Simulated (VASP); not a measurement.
C, 2 atoms in the cell. Symmetry: C2/m, No. 12, monoclinic system. The conventional cell has a = 4.352 Å, b = 2.513 Å, c = 3.850 Å, α = 90.00°, β = 111.49°, γ = 90.00°. Within 1.9 Å of C (site symmetry m) lie 3 C at 1.45 Å. 

| Quantity | Value |
| --- | --- |
| Program | VASP 6.6.1 |
| Task | single point |
| Functional | LDA |
| Potentials or basis | VASP PAW LDA potentials, release 64 (C) |
| Cutoff | 520 eV |
| k mesh | 14 × 14 × 8 |
| Occupations | methfessel-paxton, width 0.05 eV |
| Spin | no spin polarisation |
| Dipole correction | no |
| Further INCAR settings | ALGO = Normal; EDIFF = 1e-06; NBANDS = 11 |

Potentials or basis: VASP PAW LDA potentials, release 64 (C).

Run with:

```bash
$ cat potpaw_LDA.64/C/POTCAR > POTCAR
$ mpirun -np 1 vasp_std > vasp.out
```

Hardware: 1 thread of Intel(R) Xeon(R) Platinum 8488C (Sapphire Rapids), with other jobs on the host.

Task: How long does it take, and how much memory?

Result: Wall time 48 s on 1 thread of Intel(R) Xeon(R) Platinum 8488C (Sapphire Rapids) (shared host), peak memory 0.17 GiB. Counts: scf iterations 11, k points 429.
